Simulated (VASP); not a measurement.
# FeS2 (Pa-3) in VASP: a series of runs

Aim: see how the results for FeS2 move with the level of theory and the settings. Levels: LDA, PBEsol, PBE. Tasks: single point.

All numbers are computed with VASP 6.6.1; they aren't measurements. Logs are shortened: lines on timing, memory, paths and dates and some standing lists are left out, and cuts for length are marked.

### Step 1. The cell of the first run

It takes space group Pa-3 (No. 205, cubic). The conventional cell has a = 5.284 Å, b = 5.284 Å, c = 5.284 Å, α = 90.00°, β = 90.00°, γ = 90.00°. Fe (site symmetry -3) has 6 S at 2.20 Å within 2.9 Å. Within 3.0 Å of S (site symmetry 3) lie 7 S at 2.17 to 2.98 Å and 3 Fe at 2.20 Å.

### Step 2. Single point, LDA

INCAR reads:

```
SYSTEM = FeS2
ALGO     = Normal         ! electronic algorithm
EDIFF    = 1E-6           ! SCF threshold, eV
ENCUT    = 600            ! plane-wave cutoff, eV
GGA      = CA             ! functional
GGA_COMPAT= .FALSE.      
ISIF     = 2              ! what is computed and relaxed
ISMEAR   = -1             ! smearing method
LASPH    = .TRUE.         ! aspherical terms in the spheres
LCHARG   = .FALSE.        ! write CHGCAR
LREAL    = .FALSE.        ! projectors in reciprocal space
LWAVE    = .FALSE.        ! write WAVECAR
NBANDS   = 52             ! bands
NELM     = 120            ! most SCF steps
PREC     = Accurate       ! precision mode
SIGMA    = 0.02           ! smearing width, eV
```

KPOINTS reads:

```
k-points
0
G
  4 4 4
  0 0 0
```

POSCAR reads:

```
FeS2
1.0
    5.2844266197      0.0000000000      0.0000000000
    0.0000000000      5.2844266197      0.0000000000
    0.0000000000      0.0000000000      5.2844266197
Fe S
4 8
Direct
    0.0000000000      0.5000000000      0.5000000000
    0.5000000000      0.5000000000      0.0000000000
    0.5000000000      0.0000000000      0.5000000000
    0.0000000000      0.0000000000      0.0000000000
    0.3812850571      0.1187149429      0.8812850571
    0.1187149429      0.8812850571      0.3812850571
    0.8812850571      0.3812850571      0.1187149429
    0.6187149429      0.6187149429      0.6187149429
    0.3812850571      0.3812850571      0.3812850571
    0.1187149429      0.6187149429      0.8812850571
    0.8812850571      0.1187149429      0.6187149429
    0.6187149429      0.8812850571      0.1187149429
```

Potentials or basis: VASP PAW LDA potentials, release 64 (Fe, S).

Command:

```console
> cat potpaw_LDA.64/Fe/POTCAR potpaw_LDA.64/S/POTCAR > POTCAR
> mpirun -np 1 vasp_std > vasp.out
```

OUTCAR:

```text
SYSTEM = FeS2
   EDIFF = 1E-6
   ENCUT = 600
   GGA = CA
   ISIF = 2
   ISMEAR = -1
   LASPH = .TRUE.
   LREAL = .FALSE.
   NELM = 120
   PREC = Accurate

 ion  position               nearest neighbor table
   1  0.000  0.500  0.500-   6 2.20   7 2.20   8 2.20   9 2.20  10 2.20  11 2.20
   2  0.500  0.500  0.000-   5 2.20   7 2.20   8 2.20   9 2.20  10 2.20  12 2.20
   3  0.500  0.000  0.500-   5 2.20   6 2.20   8 2.20   9 2.20  11 2.20  12 2.20
   4  0.000  0.000  0.000-   5 2.20   6 2.20   7 2.20  10 2.20  11 2.20  12 2.20
   5  0.381  0.119  0.881-  12 2.17   3 2.20   4 2.20   2 2.20
   6  0.119  0.881  0.381-  11 2.17   3 2.20   4 2.20   1 2.20
   7  0.881  0.381  0.119-  10 2.17   2 2.20   4 2.20   1 2.20
   8  0.619  0.619  0.619-   9 2.17   2 2.20   3 2.20   1 2.20
   9  0.381  0.381  0.381-   8 2.17   2 2.20   3 2.20   1 2.20
  10  0.119  0.619  0.881-   7 2.17   2 2.20   4 2.20   1 2.20
  11  0.881  0.119  0.619-   6 2.17   3 2.20   4 2.20   1 2.20
  12  0.619  0.881  0.119-   5 2.17   3 2.20   4 2.20   2 2.20

  LATTYP: Found a simple cubic cell.
 ALAT       =     5.2844266197

  Lattice vectors:

 A1 = (   5.2844266197,   0.0000000000,   0.0000000000)
 A2 = (   0.0000000000,   5.2844266197,   0.0000000000)
 A3 = (   0.0000000000,   0.0000000000,   5.2844266197)

Analysis of symmetry for initial positions (statically):
=====================================================================
 Subroutine PRICEL returns:
 Original cell was already a primitive cell.

 Routine SETGRP: Setting up the symmetry group for a
 simple cubic supercell.

 Subroutine GETGRP returns: Found 24 space group operations
 (whereof  6 operations were pure point group operations)
 out of a pool of 48 trial point group operations.

The static configuration has the point symmetry S_6 .
 The point group associated with its full space group is T_h .

Analysis of symmetry for dynamics (positions and initial velocities):
=====================================================================
 Subroutine PRICEL returns:
 Original cell was already a primitive cell.

 Routine SETGRP: Setting up the symmetry group for a
 simple cubic supercell.

 Subroutine GETGRP returns: Found 24 space group operations
 (whereof  6 operations were pure point group operations)
 out of a pool of 48 trial point group operations.

The dynamic configuration has the point symmetry S_6 .
 The point group associated with its full space group is T_h .

 Subroutine INISYM returns: Found 24 space group operations
 (whereof  6 operations are pure point group operations),
 and found     1 'primitive' translations

----------------------------------------------------------------------------------------

                                     Primitive cell

  volume of cell :     147.5685

  direct lattice vectors                    reciprocal lattice vectors
     5.284426620  0.000000000  0.000000000     0.189235289  0.000000000  0.000000000
     0.000000000  5.284426620  0.000000000     0.000000000  0.189235289  0.000000000
     0.000000000  0.000000000  5.284426620     0.000000000  0.000000000  0.189235289

  length of vectors
     5.284426620  5.284426620  5.284426620     0.189235289  0.189235289  0.189235289

  position of ions in fractional coordinates (direct lattice)
     0.000000000  0.500000000  0.500000000
     0.500000000  0.500000000  0.000000000
     0.500000000  0.000000000  0.500000000
     0.000000000  0.000000000  0.000000000
     0.381285057  0.118714943  0.881285057
     0.118714943  0.881285057  0.381285057
     0.881285057  0.381285057  0.118714943
     0.618714943  0.618714943  0.618714943
     0.381285057  0.381285057  0.381285057
     0.118714943  0.618714943  0.881285057
     0.881285057  0.118714943  0.618714943
     0.618714943  0.881285057  0.118714943

  ion indices of the primitive-cell ions
   primitive index   ion index
                 1           1
                 2           2
                 3           3
                 4           4
                 5           5
                 6           6
                 7           7
                 8           8
                 9           9
                10          10
                11          11
                12          12

----------------------------------------------------------------------------------------

 KPOINTS: k-points

Automatic generation of k-mesh.
 Grid dimensions read from file:
 generate k-points for:    4    4    4

 Generating k-lattice:

  Cartesian coordinates                     Fractional coordinates (reciprocal lattice)
     0.047308822  0.000000000  0.000000000     0.250000000  0.000000000  0.000000000
     0.000000000  0.047308822  0.000000000     0.000000000  0.250000000  0.000000000
     0.000000000  0.000000000  0.047308822     0.000000000  0.000000000  0.250000000

  Length of vectors
     0.047308822  0.047308822  0.047308822

  Shift w.r.t. Gamma in fractional coordinates (k-lattice)
[... 33 lines left out ...]
   LNONCOLLINEAR =      F non collinear calculations
   LSORBIT =      F    spin-orbit coupling
   LASPH  =      T    aspherical Exc in radial PAW
   ENCUT  =  600.0 eV  44.10 Ry    6.64 a.u.  10.55 10.55 10.55*2*pi/ulx,y,z
   NELM   =    120;   NELMIN=  2; NELMDL= -5     # of ELM steps
   EDIFF  = 0.1E-05   stopping-criterion for ELM
   LREAL  =      F    real-space projection
   EDIFFG = 0.1E-04   stopping-criterion for IOM
   NSW    =      0    number of steps for IOM
   IBRION =     -1    ionic relax: 0-MD 1-quasi-New 2-CG
   NFREE  =      0    steps in history (QN), initial steepest desc. (CG)
   ISIF   =      2    stress and relaxation
   ISYM   =      2    0-nonsym 1-usesym 2-fastsym
   POTIM  = 0.5000    time-step for ionic-motion
   TEBEG  =    0.0;   TEEND  =   0.0 temperature during run
   PSTRESS=    0.0 pullay stress
   NELECT =      80.0000    total number of electrons
   NUPDOWN=      -1.0000    fix difference up-down
   EMIN   =  10.00;   EMAX   =-10.00  energy-range for DOS
   EFERMI =   0.00;   METHOD = LEGACY
   ISMEAR =    -1;   SIGMA  =   0.02  broadening in eV -4-tet -1-fermi 0-gaus
   EFERMI_NEDOS =   21; number of points for ismear=-14 and -15
   IALGO  =     38    algorithm
   IMIX   =      4    mixing-type and parameters
     AMIX     =   0.40;   BMIX     =  1.00
     AMIX_MAG =   1.60;   BMIX_MAG =  1.00
  volume/ion in A,a.u.               =      12.30        82.99
  Fermi-wavevector in a.u.,A,eV,Ry     =   1.334874  2.522546 24.244068  1.781889
  Thomas-Fermi vector in A             =   2.463622
   LORBIT       =      0    0 simple, 1 ext, 2 COOP (PROOUT), +10 PAW based schemes
   GGA     = CA    functional components
   LHFCALC =     F    Hartree Fock is set to
   AEXX    =    0.0000 exact exchange contribution
   IVDW    =     0    specifies the selected vdW correction
   LEPSILON=     F    determine dielectric tensor
   LRPA    =     F    only Hartree local field effects (RPA)
 non-spin polarized calculation
  energy-cutoff  :      600.00
  volume of cell :      147.57
 maximum number of plane-waves:      4956
   NGX = 21   NGY = 21   NGZ = 21

 number of electron      79.9999996 magnetization

 Free energy of the ion-electron system (eV)
  ---------------------------------------------------
  ext. energy  EPLUGINS =         0.00000000
  ---------------------------------------------------
  free energy    TOTEN  =       -84.14144456 eV

  energy without entropy =      -84.14132219  energy(sigma->0) =      -84.14138337

 E-fermi :   8.7769     XC(G=0): -12.4975

 val. band max:        8.6334006456   @ k =   0.5000   0.0000   0.0000
 cond. band min:       8.8621981859   @ k =   0.0000   0.0000   0.0000
 fundamental gap:      0.2287975403
 Fermi energy:         8.7769414793

 k-point     1 :       0.0000    0.0000    0.0000
  band No.  band energies     occupation
      1      -8.5476      2.00000
      2      -6.0179      2.00000
      3      -6.0179      2.00000
      4      -6.0179      2.00000
      5      -3.8341      2.00000
      6      -3.8341      2.00000
[... 44 lines left out ...]
     51      12.9909      0.00000
     52      12.9909      0.00000
[... 548 lines left out ...]
     51      11.9826      0.00000
     52      11.9826      0.00000

------------------------ aborting loop because EDIFF is reached ----------------------------------------

  FORCE on cell =-STRESS in cart. coord.  units (eV):
  Direction    XX          YY          ZZ          XY          YZ          ZX
  --------------------------------------------------------------------------------------
  -------------------------------------------------------------------------------------
  Total        0.3772080      0.3772080      0.3772080      0.0000000      0.0000000     -0.0000000
  in kB        4.0954142      4.0954142      4.0954142      0.0000000      0.0000000     -0.0000000
  external PRESSURE =       4.0954142 kB  Pullay stress =       0.0000000 kB

 VOLUME and BASIS-vectors are now :
 -----------------------------------------------------------------------------
  energy-cutoff  :      600.00
  volume of cell :      147.57
      direct lattice vectors                 reciprocal lattice vectors
     5.284426620  0.000000000  0.000000000     0.189235289  0.000000000  0.000000000
     0.000000000  5.284426620  0.000000000     0.000000000  0.189235289  0.000000000
     0.000000000  0.000000000  5.284426620     0.000000000  0.000000000  0.189235289

 POSITION                                       TOTAL-FORCE (eV/Angst)
 -----------------------------------------------------------------------------------
      0.00000      2.64221      2.64221         0.000000      0.000000      0.000000
      2.64221      2.64221      0.00000         0.000000      0.000000      0.000000
      2.64221      0.00000      2.64221         0.000000      0.000000      0.000000
      0.00000      0.00000      0.00000         0.000000      0.000000      0.000000
      2.01487      0.62734      4.65709         0.043640     -0.043640      0.043640
      0.62734      4.65709      2.01487        -0.043640      0.043640      0.043640
      4.65709      2.01487      0.62734         0.043640      0.043640     -0.043640
      3.26955      3.26955      3.26955        -0.043640     -0.043640     -0.043640
      2.01487      2.01487      2.01487         0.043640      0.043640      0.043640
      0.62734      3.26955      4.65709        -0.043640     -0.043640      0.043640
      4.65709      0.62734      3.26955         0.043640     -0.043640     -0.043640
      3.26955      4.65709      0.62734        -0.043640      0.043640     -0.043640
 -----------------------------------------------------------------------------------
    total drift:                                0.000000     -0.000000      0.000000

  FREE ENERGIE OF THE ION-ELECTRON SYSTEM (eV)
  ---------------------------------------------------
  free  energy   TOTEN  =       -84.1414445556 eV

  energy  without entropy=      -84.1413221934  energy(sigma->0) =      -84.14138337
```

It took 62 s on 1 thread of Intel Xeon 6975P-C (Granite Rapids), shared host; peak memory 0.25 GiB.

What came out:

```
Free energy            : -84.1414 eV
Pressure               : 0.4 GPa
Largest force          : 0.076 eV/Å
Band gap on the k mesh : 0.23 eV (least direct gap 0.29 eV)
```

Forces in eV/Å, atoms in the order of the input:
```
Fe   0.000  0.000  0.000
Fe   0.000  0.000  0.000
Fe   0.000  0.000  0.000
Fe   0.000  0.000  0.000
S    0.044 -0.044  0.044
S   -0.044  0.044  0.044
S    0.044  0.044 -0.044
S   -0.044 -0.044 -0.044
S    0.044  0.044  0.044
S   -0.044 -0.044  0.044
S    0.044 -0.044 -0.044
S   -0.044  0.044 -0.044
```

Levels at points of the mesh, in eV from the valence-band top:
| k point | band 38 | band 39 | band 40 | band 41 | band 42 | band 43 |
| --- | --- | --- | --- | --- | --- | --- |
| (0.00, 0.00, 0.00) | -0.33 | -0.33 | -0.06 | 0.23 | 1.69 | 1.69 |
| (0.50, 0.00, 0.00) | -0.16 | 0.00 | 0.00 | 1.70 | 1.70 | 1.75 |
| (0.50, 0.50, 0.00) | -0.15 | -0.15 | -0.15 | 1.93 | 1.93 | 1.93 |
| (0.50, 0.50, 0.50) | -0.43 | -0.43 | -0.43 | 1.65 | 1.65 | 1.65 |

### Step 3. Single point, PBEsol

This run uses another cell than the first one, of 12.57 Å³/atom.

INCAR reads:

```
PREC     = Accurate       # precision mode
ENCUT    = 600            # plane-wave cutoff, eV
EDIFF    = 1E-6           # SCF threshold, eV
ISMEAR   = -1             # smearing method
SIGMA    = 0.02           # smearing width, eV
LREAL    = F              # projectors in reciprocal space
LASPH    = T              # aspherical terms in the spheres
NELM     = 120            # most SCF steps
ALGO     = Normal         # electronic algorithm
ISIF     = 2              # what is computed and relaxed
LWAVE    = F              # write WAVECAR
LCHARG   = F              # write CHGCAR
GGA      = PS             # functional
NBANDS   = 52             # bands
GGA_COMPAT= F
```

KPOINTS reads:

```
Automatic mesh
0
Gamma
  4 4 4
```

POSCAR reads:

```
FeS2
1.0
    5.3238477267      0.0000000000      0.0000000000
    0.0000000000      5.3238477267      0.0000000000
    0.0000000000      0.0000000000      5.3238477267
Fe S
4 8
Direct
    0.0000000000      0.5000000000      0.5000000000
    0.5000000000      0.5000000000      0.0000000000
    0.5000000000      0.0000000000      0.5000000000
    0.0000000000      0.0000000000      0.0000000000
    0.3816789349      0.1183210651      0.8816789349
    0.1183210651      0.8816789349      0.3816789349
    0.8816789349      0.3816789349      0.1183210651
    0.6183210651      0.6183210651      0.6183210651
    0.3816789349      0.3816789349      0.3816789349
    0.1183210651      0.6183210651      0.8816789349
    0.8816789349      0.1183210651      0.6183210651
    0.6183210651      0.8816789349      0.1183210651
```

Potentials or basis: VASP PAW PBE potentials, release 64 (Fe, S).

Command:

```console
> cat potpaw_PBE.64/Fe/POTCAR potpaw_PBE.64/S/POTCAR > POTCAR
> mpirun -np 1 vasp_std > vasp.out
```

Wall time 66 s (1 thread of Intel Xeon 6975P-C (Granite Rapids), shared host); peak memory 0.35 GiB.

It converged, with:

```
Free energy            : -79.1612 eV
Pressure               : 0.5 GPa
Largest force          : 0.064 eV/Å
Band gap on the k mesh : 0.27 eV (least direct gap 0.32 eV)
```

Forces on the atoms (eV/Å):
```
Fe   0.000  0.000  0.000
Fe   0.000  0.000  0.000
Fe   0.000  0.000  0.000
Fe   0.000  0.000  0.000
S    0.037 -0.037  0.037
S   -0.037  0.037  0.037
S    0.037  0.037 -0.037
S   -0.037 -0.037 -0.037
S    0.037  0.037  0.037
S   -0.037 -0.037  0.037
S    0.037 -0.037 -0.037
S   -0.037  0.037 -0.037
```

Levels at points of the mesh, in eV from the valence-band top:
```tsv
k point	band 36	band 37	band 38	band 39	band 40	band 41	band 42	band 43	band 44	band 45
(0.00, 0.00, 0.00)	-0.37	-0.30	-0.30	-0.30	-0.05	0.27	1.64	1.64	1.64	3.23
(0.50, 0.00, 0.00)	-0.40	-0.15	-0.15	0.00	0.00	1.66	1.66	1.72	1.72	2.52
(0.50, 0.50, 0.00)	-0.42	-0.15	-0.15	-0.15	-0.15	1.90	1.90	1.90	1.90	2.12
(0.50, 0.50, 0.50)	-1.17	-0.40	-0.40	-0.40	-0.40	1.60	1.60	1.60	1.60	2.71
```

Caveat: the PAW data sets were made with another functional, which shifts forces and pressure a little. Spin polarisation is off, so any magnetic state and its effect on volume and gap are missing.

### Step 4. Single point, PBE

This run uses another cell than the first one, of 13.15 Å³/atom.

INCAR reads:

```
PREC = Accurate ; ENCUT = 600
EDIFF = 1E-6 ; ISMEAR = -1
SIGMA = 0.02 ; LREAL = F
LASPH = T ; NELM = 120
ALGO = Normal ; ISIF = 2
LWAVE = F ; LCHARG = T
GGA = PE ; LELF = T
LVHAR = T ; NBANDS = 52
GGA_COMPAT = F
```

KPOINTS reads:

```
regular mesh
0
Gamma
  4 4 4
```

POSCAR reads:

```
FeS2
1.0
    5.4033489634      0.0000000000      0.0000000000
    0.0000000000      5.4033489634      0.0000000000
    0.0000000000      0.0000000000      5.4033489634
Fe S
4 8
Direct
    0.0000000000      0.5000000000      0.5000000000
    0.5000000000      0.5000000000      0.0000000000
    0.5000000000      0.0000000000      0.5000000000
    0.0000000000      0.0000000000      0.0000000000
    0.3826532225      0.1173467775      0.8826532225
    0.1173467775      0.8826532225      0.3826532225
    0.8826532225      0.3826532225      0.1173467775
    0.6173467775      0.6173467775      0.6173467775
    0.3826532225      0.3826532225      0.3826532225
    0.1173467775      0.6173467775      0.8826532225
    0.8826532225      0.1173467775      0.6173467775
    0.6173467775      0.8826532225      0.1173467775
```

Command:

```console
> cat potpaw_PBE.64/Fe/POTCAR potpaw_PBE.64/S/POTCAR > POTCAR
> mpirun -np 1 vasp_std > vasp.out
```

Wall time 74 s (1 thread of Intel Xeon 6975P-C (Granite Rapids), shared host); peak memory 0.35 GiB.

The run converged. Its results:

- Free energy: -72.1172 eV
- Pressure: 0.1 GPa
- Largest force: 0.081 eV/Å
- Band gap on the k mesh: 0.42 eV (least direct gap 0.46 eV)

Forces in eV/Å, atoms in the order of the input:
```
Fe   0.000  0.000  0.000
Fe   0.000  0.000  0.000
Fe   0.000  0.000  0.000
Fe   0.000  0.000  0.000
S    0.047 -0.047  0.047
S   -0.047  0.047  0.047
S    0.047  0.047 -0.047
S   -0.047 -0.047 -0.047
S    0.047  0.047  0.047
S   -0.047 -0.047  0.047
S    0.047 -0.047 -0.047
S   -0.047  0.047 -0.047
```

Levels at points of the mesh, in eV from the valence-band top:
| k point | band 36 | band 37 | band 38 | band 39 | band 40 | band 41 | band 42 | band 43 | band 44 | band 45 |
| --- | --- | --- | --- | --- | --- | --- | --- | --- | --- | --- |
| (0.00, 0.00, 0.00) | -0.33 | -0.27 | -0.27 | -0.27 | -0.04 | 0.42 | 1.53 | 1.53 | 1.53 | 3.04 |
| (0.50, 0.00, 0.00) | -0.38 | -0.13 | -0.13 | 0.00 | 0.00 | 1.58 | 1.58 | 1.67 | 1.67 | 2.40 |
| (0.50, 0.50, 0.00) | -0.39 | -0.13 | -0.13 | -0.13 | -0.13 | 1.83 | 1.83 | 1.83 | 1.83 | 1.97 |
| (0.50, 0.50, 0.50) | -1.03 | -0.35 | -0.35 | -0.35 | -0.35 | 1.47 | 1.47 | 1.47 | 1.47 | 2.55 |

A k mesh can miss the band edges. Spin polarisation is off, so any magnetic state and its effect on volume and gap are missing.

### Step 5. The runs side by side

| level | potentials or basis | cell | gap on the mesh (eV) | pressure (GPa) | largest force (eV/Å) |
| --- | --- | --- | --- | --- | --- |
| LDA | VASP PAW LDA potentials, release 64 (Fe, S) | a = 5.284 Å, 12 atoms, atomic positions A | 0.23 | 0.4 | 0.08 |
| PBEsol | VASP PAW PBE potentials, release 64 (Fe, S) | a = 5.324 Å, 12 atoms, atomic positions A | 0.27 | 0.5 | 0.06 |
| PBE | VASP PAW PBE potentials, release 64 (Fe, S) | a = 5.403 Å, 12 atoms, atomic positions B | 0.42 | 0.1 | 0.08 |

Alike in all rows: task single point; no spin polarisation; k mesh 4 × 4 × 4; cutoff (eV) 600; smearing fermi-dirac 0.02 eV.

Caveats: the PAW data sets were made with another functional, which shifts forces and pressure a little (at least some runs).

Total energies depend on the potentials used, so only differences within one code and one set of settings carry meaning.
